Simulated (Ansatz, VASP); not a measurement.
One calculation of Sn, two programs

INCAR

```
  ALGO = Normal
  EDIFF = 1E-7
  EDIFFG = -0.01
  ENCUT = 500
  GGA = RP
  GGA_COMPAT = False
  IBRION = 2
  ISIF = 3
  ISMEAR = -1
  LASPH = True
  LCHARG = False
  LREAL = False
  LWAVE = False
  NELM = 120
  NELMIN = 4
  NSW = 80
  PREC = Accurate
  SIGMA = 0.1
```

File KPOINTS:

```
k-points
0
Gamma
  4 4 4
```

POSCAR

```
Sn
1.0
    6.0756993416      0.0000000000      0.0000000000
    0.0000000000      6.0756993416      0.0000000000
    0.0000000000      0.0000000000      6.0756993416
Sn
8
Direct
    0.0000000000      0.0000000000      0.0000000000
    0.5000000000      0.5000000000      0.5000000000
    0.2500000000      0.0000000000      0.5000000000
    0.7500000000      0.0000000000      0.5000000000
    0.5000000000      0.2500000000      0.0000000000
    0.5000000000      0.7500000000      0.0000000000
    0.0000000000      0.5000000000      0.2500000000
    0.0000000000      0.5000000000      0.7500000000
```

Input for Ansatz:

```yaml
crystal:
  lattice:
    - [6.0756993416, 0.0, 0.0]
    - [0.0, 6.0756993416, 0.0]
    - [0.0, 0.0, 6.0756993416]
  atoms:
    - { symbol: Sn, position: [0.0, 0.0, 0.0] }
    - { symbol: Sn, position: [0.5, 0.5, 0.5] }
    - { symbol: Sn, position: [0.25, 0.0, 0.5] }
    - { symbol: Sn, position: [0.75, 0.0, 0.5] }
    - { symbol: Sn, position: [0.5, 0.25, 0.0] }
    - { symbol: Sn, position: [0.5, 0.75, 0.0] }
    - { symbol: Sn, position: [0.0, 0.5, 0.25] }
    - { symbol: Sn, position: [0.0, 0.5, 0.75] }
hamiltonian:
  xc: rpbe
  pseudopotentials:
    kind: paw
    azcp:
      Sn: "pseudopotentials/Sn.paw.azcp"
basis:
  ecutwfc: 420
  fft_grid_basis: typed
kpoints:
  mp_grid: { grid: [4, 4, 4], shift: [0, 0, 0] }
magnetization:
  spin_polarized: false
scf:
  occupations: { method: fermi_dirac, width: 0.1 }
relax:
  max_steps: 60
  f_tol: 0.01
  cell: {}
```

Alike in both runs: task relaxation of cell and atoms; functional RPBE; k mesh 4 × 4 × 4; occupations fermi-dirac, width 0.1 eV; no spin polarisation.

```csv
,VASP,Ansatz
version,VASP 6.6.1,Ansatz 0.2.0
potentials or method,"VASP PAW PBE potentials, release 64 (Sn_d), cutoff 500 eV","plane waves (420 eV) with PAW, scalar-relativistic"
valence electrons in the cell,112,112
```

VASP gave:

| Property | Result |
| --- | --- |
| relaxed volume (Å³/atom) | 29.64 |
| relaxed cell length with the largest relative difference (Å) | 6.189 |

Task: Estimate Ansatz's values.

Result: Relaxed volume (Å³/atom): 29.70; relaxed cell length with the largest relative difference (Å): 6.194.

VASP's potentials were made for PBE, not for RPBE.
